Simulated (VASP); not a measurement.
Write the native input for VASP 6.6.1 that does the following.

* Task: single point
* Functional: PBE
* Potentials or basis: VASP PAW PBE potentials, release 64 (Nb_sv, N)
* Cutoff: 520 eV
* k mesh: 12 × 12 × 4
* Occupations: gaussian, width 0.1 eV
* Spin: no spin polarisation
* Dipole correction: no
* Further INCAR settings: ALGO = Normal; EDIFF = 1e-06; NBANDS = 44

The structure of Nb5N lies in POSCAR:

```
Nb5N
1.0
    3.1357252787      0.0000000000      0.0000000000
   -1.5678626393      2.7156177506      0.0000000000
    0.0000000000      0.0000000000     11.4385006260
Nb N
5 1
Direct
    0.3333333333      0.6666666667      0.1060177118
    0.6666666667      0.3333333333      0.8939822882
    0.6666666667      0.3333333333      0.3135792388
    0.3333333333      0.6666666667      0.6864207612
    0.0000000000      0.0000000000      0.5000000000
    0.0000000000      0.0000000000      0.0000000000
```

These files were run (other wordings do the same):

INCAR

```
  PREC = Accurate
  ENCUT = 520
  EDIFF = 1E-6
  ISMEAR = 0
  SIGMA = 0.1
  LREAL = F
  LASPH = T
  NELM = 60
  ALGO = Normal
  ISIF = 2
  LWAVE = F
  LCHARG = T
  GGA = PE
  LELF = T
  LVHAR = T
  NBANDS = 44
```

KPOINTS

```
Automatic mesh
0
Gamma
  12 12 4
```

Potentials or basis: VASP PAW PBE potentials, release 64 (Nb_sv, N).

The run is started by

```console
$ cat potpaw_PBE.64/Nb_sv/POTCAR potpaw_PBE.64/N/POTCAR > POTCAR
$ mpirun -np 1 vasp_std > vasp.out
```

Results of the run:

```json
{
  "Pressure": "-0.4 GPa",
  "Largest force": "0.010 eV/Å",
  "Band gap on the k mesh": "zero (bands 35 and 36 overlap by 0.64 eV)"
}
```

Wall time 2.7 min on 1 thread of Intel(R) Xeon(R) 6975P-C (Granite Rapids) (shared host), peak memory 0.36 GiB.
